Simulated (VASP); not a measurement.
LiSn2, 3 atoms in the cell. Symmetry: P6/mmm, No. 191, hexagonal system. Conventional cell: a = 3.937 Å, b = 3.937 Å, c = 4.495 Å, α = 90.00°, β = 90.00°, γ = 120.00°. Li (site symmetry 6/mmm) has 12 Sn at 3.20 Å and 6 Li at 3.94 Å within 4.2 Å. Within 3.0 Å of Sn (site symmetry -6m2) lie 3 Sn at 2.27 Å. The cell was generated, and may not be a known phase.

```yaml
Program: VASP 6.6.1
Task: relaxation of cell and atoms
Functional: PBE
Potentials_or_basis: VASP PAW PBE potentials, release 64 (Li_sv, Sn_d)
Cutoff: 600 eV
k_mesh: 6 × 6 × 4
Occupations: gaussian, width 0.1 eV
Spin: no spin polarisation
Dipole_correction: no
Further_INCAR_settings: ALGO = Normal; EDIFF = 1e-07; IBRION = 2; EDIFFG = -0.04; NSW = 90; ISIF = 3
```

Potentials or basis: VASP PAW PBE potentials, release 64 (Li_sv, Sn_d).

Launch:

```sh
$ cat potpaw_PBE.64/Li_sv/POTCAR potpaw_PBE.64/Sn_d/POTCAR > POTCAR
$ mpirun -np 1 vasp_std > vasp.out
```

Hardware: 1 thread of Intel(R) Xeon(R) Platinum 8259CL CPU @ 2.50GHz (Skylake/Cascade Lake), with other jobs on the host.

Estimate the wall time of this run.

Run time: 4.7 min on 1 thread of Intel(R) Xeon(R) Platinum 8259CL CPU @ 2.50GHz (Skylake/Cascade Lake), on a shared host, peak memory 0.21 GiB. Counts: scf iterations 164, k points 21, ion steps 16.
